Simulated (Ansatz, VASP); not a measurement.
**BaS, level by level in two programs**

```
CELL_PARAMETERS angstrom
0.00000 3.19375 3.19375
3.19375 0.00000 3.19375
3.19375 3.19375 0.00000
ATOMIC_POSITIONS crystal
Ba 0.00000 0.00000 0.00000
S 0.50000 0.50000 0.50000
```

Single points on this cell with VASP 6.6.1 and Ansatz 0.2.0. Each row is one pair of runs. Alike in all rows: Ansatz's potentials, cutoff: Ansatz PAW, 420 eV.

| level | spin | k mesh | smearing | VASP's potentials, cutoff | gap on the k mesh at the Fermi level (eV), VASP | gap on the k mesh at the Fermi level (eV), Ansatz | least direct gap on the mesh (eV), VASP | least direct gap on the mesh (eV), Ansatz | pressure (GPa), VASP | pressure (GPa), Ansatz |
| --- | --- | --- | --- | --- | --- | --- | --- | --- | --- | --- |
| LDA | off | 7 × 7 × 7 | fermi-dirac, width 0.05 eV | VASP PAW LDA potentials, release 64 (Ba_sv, S), 520 eV | 1.96 | 2.07 | 2.11 | 2.18 | -1.8 | -2.5 |
| RPBE | off | 7 × 7 × 7 | gaussian, width 0.05 eV | VASP PAW PBE potentials, release 64 (Ba_sv, S), 520 eV | 2.31 | 2.41 | 2.45 | 2.52 | 3.0 | 2.4 |
| PBE | off | 7 × 7 × 7 | gaussian, width 0.05 eV | VASP PAW PBE potentials, release 64 (Ba_sv, S), 520 eV | 2.17 | 2.26 | 2.31 | 2.38 | 1.4 | 0.8 |
| PBE0 | non-collinear, zero start, SOC | 3 × 3 × 3 | fermi-dirac, width 0.05 eV | VASP PAW PBE potentials, release 64 (Ba_sv, S), 520 eV | - | - | - | - | 1.0 | 0.5 |

Gap on the k mesh at the fermi level (eV): the two programs differ by at most 0.103; least direct gap on the mesh (eV): the two programs differ by at most 0.072; pressure (GPa): the two programs differ by at most 0.63.

The k mesh is coarse in some rows, so the values compare programs but aren't converged. Noted on Ansatz's runs: odd divisions of the mesh miss points on the zone boundary, where band edges often lie, so the gap on the mesh can be too wide.
